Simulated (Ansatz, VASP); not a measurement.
**Two plane-wave programs on Si5PdW2**

The input INCAR:

```
SYSTEM = Si5PdW2
  ALGO = Normal
  EDIFF = 1E-7
  EDIFFG = -0.08
  ENCUT = 500
  GGA = PE
  GGA_COMPAT = .False.
  IBRION = 2
  ISIF = 3
  ISMEAR = 0
  LASPH = .True.
  LCHARG = .False.
  LREAL = .False.
  LWAVE = .False.
  NELM = 120
  NELMIN = 4
  NSW = 36
  PREC = Accurate
  SIGMA = 0.2
```

File KPOINTS:

```
k-points
0
Gamma
  3 3 3
  0 0 0
```

The input POSCAR:

```
Si5PdW2
1.0
    0.0000000000      4.2644387700      4.2644387700
    4.2644387700      0.0000000000      4.2644387700
    4.2644387700      4.2644387700      0.0000000000
Si Pd W
5 1 2
Direct
    0.6115747700      0.6115747700      0.6115747700
    0.6115747700      0.6115747700      0.1652757000
    0.6115747700      0.1652757000      0.6115747700
    0.1652757000      0.6115747700      0.6115747700
    0.5000000000      0.5000000000      0.5000000000
    0.0000000000      0.0000000000      0.0000000000
    0.2500000000      0.2500000000      0.2500000000
    0.7500000000      0.7500000000      0.7500000000
```

Input for Ansatz:

```yaml
crystal:
  lattice:
    - [0.0, 4.26443877, 4.26443877]
    - [4.26443877, 0.0, 4.26443877]
    - [4.26443877, 4.26443877, 0.0]
  atoms:
    - { symbol: Si, position: [0.61157477, 0.61157477, 0.61157477] }
    - { symbol: Si, position: [0.61157477, 0.61157477, 0.1652757] }
    - { symbol: Si, position: [0.61157477, 0.1652757, 0.61157477] }
    - { symbol: Si, position: [0.1652757, 0.61157477, 0.61157477] }
    - { symbol: Si, position: [0.5, 0.5, 0.5] }
    - { symbol: Pd, position: [0.0, 0.0, 0.0] }
    - { symbol: W, position: [0.25, 0.25, 0.25] }
    - { symbol: W, position: [0.75, 0.75, 0.75] }
basis:
  ecutwfc: 420
kpoints:
  mp_grid: { grid: [3, 3, 3] }
hamiltonian:
  xc: pbe
scf:
  occupations: { method: gaussian, width: 0.2 }
  lower_state_search: "off"
output:
  forces: true
  stress: true
  eigenvalues: true
relax:
  adjacent_minimum: "off"
  f_tol: 0.08
  max_steps: 16
  cell: { stress_tol: 0.8 }
```

Alike in both runs: task relaxation of cell and atoms; functional PBE; k mesh 3 × 3 × 3; occupations gaussian, width 0.2 eV; no spin polarisation.

```csv
,VASP,Ansatz
version,VASP 6.6.1,Ansatz 0.2.0
potentials or method,"VASP PAW PBE potentials, release 64 (Si, Pd, W_sv), cutoff 500 eV","scalar-relativistic, plane waves, PAW"
valence electrons in the cell,58,66
```

Ansatz gave:

- gap on the k mesh at the Fermi level, each at its own relaxed structure (eV): none
- relaxed volume (Å³/atom): 33.93
- relaxed length of the cell vector where the two differ most in proportion (Å): 7.268

Question: Estimate VASP's values.

Answer: gap on the k mesh at the Fermi level, each at its own relaxed structure (eV): none; relaxed volume (Å³/atom): 34.40; relaxed length of the cell vector where the two differ most in proportion (Å): 7.301.

A gap of «none» marks a metal or a gap that the smearing closes. VASP's potentials hold 58 valence electrons a cell and Ansatz's 66, so a difference there can come from the potentials and not from the codes.

The k mesh is coarse, so the values compare programs but aren't converged. Spin-orbit coupling is off throughout. Noted on VASP's run: the volume moved by over 15 % at a fixed basis, so the end points are rough.
